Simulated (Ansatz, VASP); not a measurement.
**NbH2: VASP beside Ansatz**

The input INCAR:

```
PREC     = Accurate       # precision mode
ENCUT    = 520            # plane-wave cutoff, eV
EDIFF    = 1E-7           # SCF threshold, eV
ISMEAR   = 0              # smearing method
SIGMA    = 0.15           # smearing width, eV
LREAL    = False          # projectors in reciprocal space
LASPH    = True           # aspherical terms in the spheres
NELM     = 60             # most SCF steps
ALGO     = Normal         # electronic algorithm
ISIF     = 2              # what is computed and relaxed
LWAVE    = False          # write WAVECAR
LCHARG   = False          # write CHGCAR
GGA      = PS             # functional
NBANDS   = 14             # bands
```

Contents of KPOINTS:

```
regular mesh
0
Gamma
  16 16 16
```

POSCAR

```
NbH2
1.0
   -0.0896955749      2.1945720375      2.1945720375
    2.1945720375     -0.0896955749      2.1945720375
    2.1945720375      2.1945720375     -0.0896955749
Nb H
1 2
Direct
    0.0000000000      0.0000000000      0.0000000000
    0.2500000000      0.2500000000      0.2500000000
    0.7500000000      0.7500000000      0.7500000000
```

Input for Ansatz:

```yaml
crystal:
  lattice:
    - [-0.0896955749, 2.1945720375, 2.1945720375]
    - [2.1945720375, -0.0896955749, 2.1945720375]
    - [2.1945720375, 2.1945720375, -0.0896955749]
  atoms:
    - { symbol: Nb, position: [0.0, 0.0, 0.0] }
    - { symbol: H, position: [0.25, 0.25, 0.25] }
    - { symbol: H, position: [0.75, 0.75, 0.75] }
basis:
  ecutwfc: 520.0
kpoints:
  mp_grid: { grid: [16, 16, 16] }
hamiltonian:
  xc: pbesol
  pseudopotentials: { kind: paw }
scf:
  occupations: { method: gaussian, width: 0.15 }
output:
  forces: true
  stress: true
  eigenvalues: true
```

Alike in both runs: task single point; functional PBEsol; k mesh 16 × 16 × 16; occupations gaussian, width 0.15 eV; no spin polarisation.

```csv
,VASP,Ansatz
version,VASP 6.6.1,Ansatz 0.2.0
potentials or method,"VASP PAW PBE potentials, release 64 (Nb_sv, H), cutoff 520 eV","scalar-relativistic, plane waves, PAW"
valence electrons in the cell,15,15
```

|  | VASP | Ansatz | Ansatz less VASP |
| --- | --- | --- | --- |
| gap on the k mesh at the Fermi level (eV) | none | none | - |
| pressure (GPa) | 6.1 | 6.5 | +0.45 |
| traceless stress, the component that is largest in VASP (GPa) | 7.00 | 7.02 | +0.015 |
| rms of the force components (eV/Å) | 0.220 | 0.220 | +0.0006 |

VASP's potentials were made for PBE, not for PBEsol. Atom by atom the forces differ by 0.001 eV/Å (rms over components). A gap of «none» marks a metal or a gap that the smearing closes.
